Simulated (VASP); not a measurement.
Wanted: the native input for a VASP 6.6.1 run.

```
Task                   : single point
Functional             : PBEsol
Potentials or basis    : VASP PAW PBE potentials, release 64 (Al, Ga_d, N)
Cutoff                 : 520 eV
k mesh                 : 6 × 6 × 6
Occupations            : gaussian, width 0.05 eV
Spin                   : no spin polarisation
Dipole correction      : no
Further INCAR settings : ALGO = Normal; EDIFF = 1e-06; NBANDS = 41
```

The structure of AlGa3N4 lies in POSCAR:

```
AlGa3N4
1.0
    4.4716853600      0.0000000000      0.0000000000
    0.0000000000      4.4716853600      0.0000000000
    0.0000000000      0.0000000000      4.4716853600
Al Ga N
1 3 4
Direct
    0.0000000000      0.0000000000      0.0000000000
    0.5000000000      0.5000000000      0.0000000000
    0.5000000000      0.0000000000      0.5000000000
    0.0000000000      0.5000000000      0.5000000000
    0.7557144200      0.7557144200      0.2442855800
    0.7557144200      0.2442855800      0.7557144200
    0.2442855800      0.7557144200      0.7557144200
    0.2442855800      0.2442855800      0.2442855800
```

One way to write it, as run:

INCAR

```
SYSTEM = AlGa3N4
PREC = Accurate
ENCUT = 520
EDIFF = 1E-6
ISMEAR = 0
SIGMA = 0.05
LREAL = .FALSE.
LASPH = .TRUE.
NELM = 80
ALGO = Normal
ISIF = 2
LWAVE = .FALSE.
LCHARG = .FALSE.
GGA = PS
NBANDS = 41
```

KPOINTS

```
regular mesh
0
G
  6 6 6
  0 0 0
```

Potentials or basis: VASP PAW PBE potentials, release 64 (Al, Ga_d, N).

Run with:

```console
$ cat potpaw_PBE.64/Al/POTCAR potpaw_PBE.64/Ga_d/POTCAR potpaw_PBE.64/N/POTCAR > POTCAR
$ mpirun -np 1 vasp_std > vasp.out
```

It gave:

```
Pressure               : -0.7 GPa
Largest force          : 0.139 eV/Å
Band gap on the k mesh : 2.30 eV
```

Caveat: the PAW data sets were made with another functional, which shifts forces and pressure a little.

Wall time 2.2 min on 1 thread of Intel Xeon 8259CL, with other jobs on the host, peak memory 0.23 GiB.
